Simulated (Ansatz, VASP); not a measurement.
Two plane-wave programs on Co

```
Co
1.0
     2.52700    0.00000    0.00000
    -1.26350    2.18845    0.00000
     0.00000    0.00000    4.11900
Co
2
Cartesian
  0.0000 1.4590 1.0297
  1.2635 0.7295 3.0892
```

Change from the starting cell: moments +- scaled by 0.4, plain SCF.

Alike in both runs: task single point; functional PBE; k mesh 13 × 13 × 7; occupations fermi-dirac, width 0.1 eV; collinear spin.

|  | VASP | Ansatz |
| --- | --- | --- |
| version | VASP 6.6.1 | Ansatz 0.2.0 |
| potentials or method | VASP PAW PBE potentials, release 64 (Co), cutoff 520 eV | PAW, plane waves, scalar-relativistic |
| valence electrons in the cell | 18 | 34 |

|  | VASP | Ansatz | Ansatz less VASP |
| --- | --- | --- | --- |
| pressure (GPa) | -13.4 | -13.0 | +0.39 |
| traceless stress, the component that is largest in VASP (GPa) | 1.42 | 1.53 | +0.112 |
| net moment per atom (μB) | 0.00 | 0.00 | 0.000 |
| size of the moment on the site where the two differ most (μB) | 1.11 | 1.13 | +0.024 |

Site moments also hang on the region over which each program counts them. VASP's potentials hold 18 valence electrons a cell and Ansatz's 34, so a difference there can come from the potentials and not from the codes. Ansatz's warnings: negative dielectric reading.
